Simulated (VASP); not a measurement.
# TaN (Amm2) in VASP: a series of runs

The runs below take TaN through single point, with PBE.

Program: VASP 6.6.1. These are calculated values, not measurements. Logs are shortened: lines on timing, memory, paths and dates and some standing lists are left out, and cuts for length are marked.

## (1) The cell of the first run

Symmetry: Amm2, No. 38, orthorhombic system. Conventional cell: a = 2.883 Å, b = 2.938 Å, c = 5.356 Å, α = 90.00°, β = 90.00°, γ = 90.00°. Ta (site symmetry mm2) has 6 N at 2.24 to 2.29 Å and 8 Ta at 2.88 to 3.05 Å within 3.1 Å. N (site symmetry mm2) has 6 Ta at 2.24 to 2.29 Å and 8 N at 2.88 to 3.05 Å within 3.1 Å.

## (2) Single point, PBE (strain +0.0525 x Voigt [0, 1, 0, 0, 0, 0])

INCAR

```
SYSTEM = TaN
PREC = Accurate
ENCUT = 520
EDIFF = 1E-6
ISMEAR = -1
SIGMA = 0.02
LREAL = .FALSE.
LASPH = .TRUE.
NELM = 60
ALGO = Normal
ISIF = 2
LWAVE = .FALSE.
LCHARG = .TRUE.
GGA = PE
LELF = .TRUE.
LVHAR = .TRUE.
NBANDS = 15
```

KPOINTS

```
regular mesh
0
G
  18 18 16
  0 0 0
```

POSCAR

```
TaN
1.0
    2.9379988584      0.0000000000      0.0000000000
   -1.4689994292      2.6779616842      0.0000000000
    0.0000000000      0.0000000000      2.8830000000
Ta N
1 1
Direct
    0.3333333333      0.6666666667      0.5000000000
    0.0000000000      0.0000000000      0.0000000000
```

Potentials or basis: VASP PAW PBE potentials, release 64 (Ta_pv, N).

Launch:

```bash
$ cat potpaw_PBE.64/Ta_pv/POTCAR potpaw_PBE.64/N/POTCAR > POTCAR
$ mpirun -np 1 vasp_std > vasp.out
```

OUTCAR:

```text
SYSTEM = TaN
   PREC = Accurate
   ENCUT = 520
   EDIFF = 1E-6
   ISMEAR = -1
   LREAL = .FALSE.
   LASPH = .TRUE.
   NELM = 60
   ISIF = 2
   GGA = PE

 ion  position               nearest neighbor table
   1  0.333  0.667  0.500-   2 2.24   2 2.24   2 2.24   2 2.24   2 2.29   2 2.29
   2  0.000  0.000  0.000-   1 2.24   1 2.24   1 2.24   1 2.24   1 2.29   1 2.29

  LATTYP: Found a base centered orthorhombic cell.
 ALAT       =     2.9379988584
 B/A-ratio  =     1.8229834750
 C/A-ratio  =     0.9812801635

  Lattice vectors:

 A1 = (   1.4689994292,  -2.6779616842,   0.0000000000)
 A2 = (   1.4689994292,   2.6779616842,   0.0000000000)
 A3 = (   0.0000000000,   0.0000000000,   2.8830000000)

Analysis of symmetry for initial positions (statically):
=====================================================================
 Subroutine PRICEL returns:
 Original cell was already a primitive cell.

 Routine SETGRP: Setting up the symmetry group for a
 base centered orthorhombic supercell.

 Subroutine GETGRP returns: Found  4 space group operations
 (whereof  4 operations were pure point group operations)
 out of a pool of  8 trial point group operations.

The static configuration has the point symmetry C_2v.

Analysis of symmetry for dynamics (positions and initial velocities):
=====================================================================
 Subroutine PRICEL returns:
 Original cell was already a primitive cell.

 Routine SETGRP: Setting up the symmetry group for a
 base centered orthorhombic supercell.

 Subroutine GETGRP returns: Found  4 space group operations
 (whereof  4 operations were pure point group operations)
 out of a pool of  8 trial point group operations.

The dynamic configuration has the point symmetry C_2v.

 Subroutine INISYM returns: Found  4 space group operations
 (whereof  4 operations are pure point group operations),
 and found     1 'primitive' translations

----------------------------------------------------------------------------------------

                                     Primitive cell

  volume of cell :      22.6830

  direct lattice vectors                    reciprocal lattice vectors
     2.937998858  0.000000000  0.000000000     0.340367729  0.186709169  0.000000000
    -1.468999429  2.677961684  0.000000000     0.000000000  0.373418337  0.000000000
     0.000000000  0.000000000  2.883000000     0.000000000  0.000000000  0.346860909

  length of vectors
     2.937998858  3.054412890  2.883000000     0.388214509  0.373418337  0.346860909
[... 91 lines left out ...]
   PSTRESS=    0.0 pullay stress
   NELECT =      16.0000    total number of electrons
   NUPDOWN=      -1.0000    fix difference up-down
   EMIN   =  10.00;   EMAX   =-10.00  energy-range for DOS
   EFERMI =   0.00;   METHOD = LEGACY
   ISMEAR =    -1;   SIGMA  =   0.02  broadening in eV -4-tet -1-fermi 0-gaus
   EFERMI_NEDOS =   21; number of points for ismear=-14 and -15
   IALGO  =     38    algorithm
   IMIX   =      4    mixing-type and parameters
     AMIX     =   0.40;   BMIX     =  1.00
     AMIX_MAG =   1.60;   BMIX_MAG =  1.00
  volume/ion in A,a.u.               =      11.34        76.54
  Fermi-wavevector in a.u.,A,eV,Ry     =   1.457297  2.753891 28.894875  2.123713
  Thomas-Fermi vector in A             =   2.574115
   LORBIT       =      0    0 simple, 1 ext, 2 COOP (PROOUT), +10 PAW based schemes
   GGA     = PE    functional components
   LHFCALC =     F    Hartree Fock is set to
   AEXX    =    0.0000 exact exchange contribution
   IVDW    =     0    specifies the selected vdW correction
   LEPSILON=     F    determine dielectric tensor
   LRPA    =     F    only Hartree local field effects (RPA)
 non-spin polarized calculation
  energy-cutoff  :      520.00
  volume of cell :       22.68
 maximum number of plane-waves:       626
 NGX is ok and might be reduce to    24
   NGX = 11   NGY = 11   NGZ = 11

 number of electron      15.9999999 magnetization

 Free energy of the ion-electron system (eV)
  ---------------------------------------------------
  ext. energy  EPLUGINS =         0.00000000
  ---------------------------------------------------
  free energy    TOTEN  =       -22.36448019 eV

  energy without entropy =      -22.36440346  energy(sigma->0) =      -22.36444183

 E-fermi :   7.6138     XC(G=0): -13.0612

 val. band max:        7.5806716261   @ k =  -0.1111   0.0556   0.4375
 cond. band min:       7.6518451157   @ k =  -0.1111   0.0556   0.3750
 fundamental gap:      0.0711734896
 Fermi energy:         7.6137680461

 k-point     1 :       0.0000    0.0000    0.0000
  band No.  band energies     occupation
      1     -27.1992      2.00000
      2     -27.0989      2.00000
      3     -26.9883      2.00000
      4      -9.6890      2.00000
      5       2.8845      2.00000
      6       3.5026      2.00000
      7       3.8367      2.00000
      8       5.0192      2.00000
      9       9.3537      0.00000
     10      10.9256      0.00000
     11      11.4175      0.00000
     12      11.5380      0.00000
     13      11.6239      0.00000
     14      20.5734      0.00000
[... 401 lines left out ...]
      2     -27.1819      2.00000
      3     -27.1392      2.00000
      4      -8.6401      2.00000
      5       1.0568      2.00000
      6       3.7538      2.00000
      7       3.8330      2.00000
      8       4.8814      2.00000
      9       9.7954      0.00000
     10      10.9305      0.00000
     11      11.4920      0.00000
     12      12.5169      0.00000
     13      12.5369      0.00000
     14      20.5987      0.00000
     15      20.9477      0.00000

 [... further k-points ...]

------------------------ aborting loop because EDIFF is reached ----------------------------------------

  FORCE on cell =-STRESS in cart. coord.  units (eV):
  Direction    XX          YY          ZZ          XY          YZ          ZX
  --------------------------------------------------------------------------------------
  -------------------------------------------------------------------------------------
  Total       -0.5667854     -3.5749104     -0.1118260      0.0000000      0.0000000      0.0000000
  in kB      -40.0339624   -252.5079883     -7.8986465      0.0000000      0.0000000      0.0000000
  external PRESSURE =    -100.1468658 kB  Pullay stress =       0.0000000 kB

 VOLUME and BASIS-vectors are now :
 -----------------------------------------------------------------------------
  energy-cutoff  :      520.00
  volume of cell :       22.68
      direct lattice vectors                 reciprocal lattice vectors
     2.937998858  0.000000000  0.000000000     0.340367729  0.186709169  0.000000000
    -1.468999429  2.677961684  0.000000000     0.000000000  0.373418337  0.000000000
     0.000000000  0.000000000  2.883000000     0.000000000  0.000000000  0.346860909

 POSITION                                       TOTAL-FORCE (eV/Angst)
 -----------------------------------------------------------------------------------
     -0.00000      1.78531      1.44150         0.000000     -0.012378      0.000000
      0.00000      0.00000      0.00000         0.000000      0.012378      0.000000
 -----------------------------------------------------------------------------------
    total drift:                                0.000000     -0.000117      0.000000

  FREE ENERGIE OF THE ION-ELECTRON SYSTEM (eV)
  ---------------------------------------------------
  free  energy   TOTEN  =       -22.3644801887 eV

  energy  without entropy=      -22.3644034631  energy(sigma->0) =      -22.36444183
```

OSZICAR:

```text
N       E                     dE             d eps       ncg     rms          rms(c)
DAV:   1     0.908293095070E+02    0.90829E+02   -0.87477E+03 24578   0.112E+03
DAV:   2    -0.219936599787E+02   -0.11282E+03   -0.10603E+03 29708   0.303E+02
DAV:   3    -0.249407925207E+02   -0.29471E+01   -0.29311E+01 28112   0.454E+01
DAV:   4    -0.249538200322E+02   -0.13028E-01   -0.13025E-01 31773   0.327E+00
DAV:   5    -0.249539057286E+02   -0.85696E-04   -0.85693E-04 28602   0.248E-01    0.214E+01
DAV:   6    -0.224835255891E+02    0.24704E+01   -0.41145E+00 31392   0.237E+01    0.885E+00
DAV:   7    -0.223942119268E+02    0.89314E-01   -0.51972E-01 29036   0.628E+00    0.637E+00
DAV:   8    -0.223725627184E+02    0.21649E-01   -0.18965E-01 29995   0.369E+00    0.156E+00
DAV:   9    -0.223644737040E+02    0.80890E-02   -0.18693E-02 27776   0.112E+00    0.210E-01
DAV:  10    -0.223645277602E+02   -0.54056E-04   -0.11732E-03 30709   0.369E-01    0.959E-02
DAV:  11    -0.223644804337E+02    0.47326E-04   -0.60086E-05 28231   0.825E-02    0.140E-02
DAV:  12    -0.223644801887E+02    0.24502E-06   -0.74654E-06 29449   0.247E-02
   1 F= -.22364480E+02 E0= -.22364442E+02  d E =-.767256E-04
```

Run time: 4.2 min. Hardware: 1 thread of Intel Xeon 8259CL, shared host; peak memory 0.38 GiB.

Results:

- Free energy: -22.3645 eV
- Pressure: -10.0 GPa
- Largest force: 0.012 eV/Å
- Band gap on the k mesh: zero (bands 8 and 9 overlap by 0.18 eV)

Forces in eV/Å, atoms in the order of the input:
```
Ta   0.000 -0.012  0.000
N    0.000  0.012  0.000
```

Caveat: the cell differs from its parent crystal (strain +0.0525 x Voigt [0, 1, 0, 0, 0, 0]); the cell stands under tension; spin-orbit coupling is left out, which moves the levels of the heavy elements.

## (3) Single point, PBE (strain +0.0600 x Voigt [0, 1, 0, 0, 0, 0])

INCAR

```
SYSTEM = TaN
ALGO = Normal
EDIFF = 1E-7
ENCUT = 520
GGA = PE
ISIF = 2
ISMEAR = -1
LASPH = .True.
LCHARG = .True.
LELF = .True.
LREAL = .False.
LVHAR = .True.
LWAVE = .False.
NBANDS = 15
NELM = 60
PREC = Accurate
SIGMA = 0.02
```

KPOINTS

```
k-points
0
Gamma
  18 18 16
  0 0 0
```

POSCAR

```
TaN
1.0
    2.9379988584      0.0000000000      0.0000000000
   -1.4689994292      2.6970445465      0.0000000000
    0.0000000000      0.0000000000      2.8830000000
Ta N
1 1
Direct
    0.3333333333      0.6666666667      0.5000000000
    0.0000000000      0.0000000000      0.0000000000
```

Potentials or basis: VASP PAW PBE potentials, release 64 (Ta_pv, N).

Launch:

```bash
$ cat potpaw_PBE.64/Ta_pv/POTCAR potpaw_PBE.64/N/POTCAR > POTCAR
$ mpirun -np 1 vasp_std > vasp.out
```

It took 4.7 min on 1 thread of Intel Xeon 8259CL, shared host; peak memory 0.38 GiB.

Results (log left out):

```yaml
Free_energy: -22.3373 eV
Pressure: -11.8 GPa
Band_gap_on_the_k_mesh: zero (bands 8 and 9 overlap by 0.19 eV)
```

Stress tensor (GPa, compression positive):
```
 -4.95   0.00   0.00
  0.00 -28.85   0.00
  0.00   0.00  -1.60
```

Levels at points of the mesh, in eV from the Fermi level:
```csv
k point,band 6,band 7,band 8,band 9,band 10,band 11
"(0.00, 0.00, 0.00)",-4.04,-3.71,-2.54,1.68,3.29,3.79
"(0.50, 0.00, 0.00)",-4.52,-3.21,-3.04,2.93,3.42,4.94
"(0.00, 0.50, 0.00)",-4.51,-3.19,-2.82,3.35,3.62,4.79
"(0.00, 0.00, 0.50)",-3.73,-3.49,-0.42,0.66,2.75,2.79
"(0.50, 0.00, 0.50)",-5.82,-5.55,-0.03,3.81,4.80,6.06
"(0.00, 0.50, 0.50)",-5.73,-5.01,-0.56,3.93,4.76,5.70
```

Caveat: the cell differs from its parent crystal (strain +0.0600 x Voigt [0, 1, 0, 0, 0, 0]); the cell stands under tension; spin-orbit coupling is left out, which moves the levels of the heavy elements.
